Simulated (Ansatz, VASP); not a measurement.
# AlCu3: VASP beside Ansatz

```xyz
4
Lattice="0.0000 2.8841 2.8841 2.8841 0.0000 2.8841 2.8841 2.8841 0.0000" Properties=species:S:1:pos:R:3 pbc="T T T"
Al    0.0000    0.0000    0.0000
Cu    2.8841    2.8841    2.8841
Cu    1.4420    1.4420    1.4420
Cu    4.3261    4.3261    4.3261
```

Alike in both runs: functional PBEsol; k mesh 12 × 12 × 12; occupations fermi-dirac, width 0.15 eV; no spin polarisation.

Ansatz relaxed the structure, and its values are those at the end. VASP's run is a single point on that final structure, the one shown.

|  | VASP | Ansatz |
| --- | --- | --- |
| version | VASP 6.6.1 | Ansatz 0.2.0 |
| potentials or method | VASP PAW PBE potentials, release 64 (Al, Cu), cutoff 520 eV | scalar-relativistic, plane waves, PAW |
| valence electrons in the cell | 36 | 60 |

Ansatz gave:

* gap on the k mesh at the Fermi level (eV): none
* pressure (GPa): 0.0

**Question.** Which values does VASP return?

**Answer.** gap on the k mesh at the Fermi level (eV): none; pressure (GPa): 0.5.

VASP's potentials were made for PBE, not for PBEsol. A gap of «none» marks a metal or a gap that the smearing closes. VASP's potentials hold 36 valence electrons a cell and Ansatz's 60, so a difference there can come from the potentials and not from the codes.
